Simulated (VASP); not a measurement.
The system is BAs.

```xyz
2
Lattice="3.2359 0.0000 0.0000 0.0000 3.2359 0.0000 0.0000 0.0000 3.2359" Properties=species:S:1:pos:R:3 pbc="T T T"
B     0.0000    0.0000    0.0000
As    1.6179    1.6179    1.6179
```

Base run:

| Item | Value |
| --- | --- |
| Program | VASP 6.6.1 |
| Functional | revPBE |
| Potentials or basis | VASP PAW PBE potentials, release 64 (B, As) |
| Cutoff | 520 eV |
| k mesh | 8 × 8 × 8 |
| Occupations | fermi-dirac, width 0.05 eV |
| Spin | no spin polarisation |

Its results: band gap on the k mesh zero (band 4 reaches 6.50 eV, above the bottom of band 5 at 2.07 eV); pressure -13.8 GPa.

**Question.** The run is repeated on the same cell with these changes: functional from revPBE to PBE; cutoff from 520 eV to 500 eV. What comes out?

**Answer.** Band gap on the k mesh zero (band 4 reaches 6.42 eV, above the bottom of band 5 at 2.00 eV); pressure -14.8 GPa.

PBE binds more tightly than revPBE, so the same cell stands under less pressure.

Caveats: the PAW data sets were made with another functional, which shifts forces and pressure a little (some runs).
